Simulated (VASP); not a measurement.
A run of VASP 6.6.1:

Contents of INCAR:

```
SYSTEM = MnS
PREC = Accurate
ENCUT = 520
EDIFF = 1E-7
ISMEAR = -1
SIGMA = 0.05
LREAL = .False.
LASPH = .True.
NELM = 150
ALGO = Normal
ISIF = 2
LWAVE = .False.
LCHARG = .False.
ISPIN = 2
MAGMOM = 4.5 4.5 0 0
LORBIT = 11
LMAXMIX = 4
GGA = PE
NBANDS = 31
```

The input KPOINTS:

```
Automatic mesh
0
Gamma
  4 8 8
  0 0 0
```

Contents of POSCAR:

```
MnS
1.0
    0.0000000000      5.2090000000      5.2090000000
    2.6045000000      0.0000000000      2.6045000000
    2.6045000000      2.6045000000      0.0000000000
Mn S
2 2
Direct
    0.0000000000      0.0000000000      0.0000000000
    0.5000000000      0.0000000000      0.0000000000
    0.2500000000      0.5000000000      0.5000000000
    0.7500000000      0.5000000000      0.5000000000
```

Potentials or basis: VASP PAW PBE potentials, release 64 (Mn_pv, S).

Command:

```bash
$ cat potpaw_PBE.64/Mn_pv/POTCAR potpaw_PBE.64/S/POTCAR > POTCAR
$ mpirun -np 1 vasp_std > vasp.out
```

Hardware: 1 thread of Oxide Virtual Turin-like Processor (shared host).

**Question.** How long does it take, and how much memory?

**Answer.** It took 5 min on 1 thread of Oxide Virtual Turin-like Processor, on a shared host, peak memory 0.25 GiB. Counts: scf iterations 16, k points 35.
